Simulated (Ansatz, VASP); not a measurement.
SnO2 in VASP and in Ansatz

```
Sn O
1.0
     1.60227    0.92507    4.87415
    -1.60227    0.92507    4.87415
     0.00000   -1.85014    4.87415
Sn O
1 2
Direct
  0.50000 0.50000 0.50000
  0.24064 0.24064 0.24064
  0.75936 0.75936 0.75936
```

Alike in both runs: task single point; functional PBE; k mesh 12 × 12 × 12; occupations gaussian, width 0.05 eV; no spin polarisation.

|  | VASP | Ansatz |
| --- | --- | --- |
| version | VASP 6.6.1 | Ansatz 0.2.0 |
| potentials or method | VASP PAW PBE potentials, release 64 (Sn_d, O), cutoff 520 eV | scalar-relativistic, plane waves, PAW |
| valence electrons in the cell | 26 | 26 |

VASP gave:

* gap on the k mesh at the Fermi level (eV): 1.96
* least direct gap on the mesh (eV): 2.01
* pressure (GPa): -2.0
* traceless stress, the component that is largest in VASP (GPa): -3.82
* rms of the force components (eV/Å): 0.370

Problem. Estimate Ansatz's values.

Solution. gap on the k mesh at the Fermi level (eV): 1.98; least direct gap on the mesh (eV): 2.04; pressure (GPa): -2.6; traceless stress, the component that is largest in VASP (GPa): -3.52; rms of the force components (eV/Å): 0.397.

Atom by atom the forces differ by 0.027 eV/Å (rms over components).
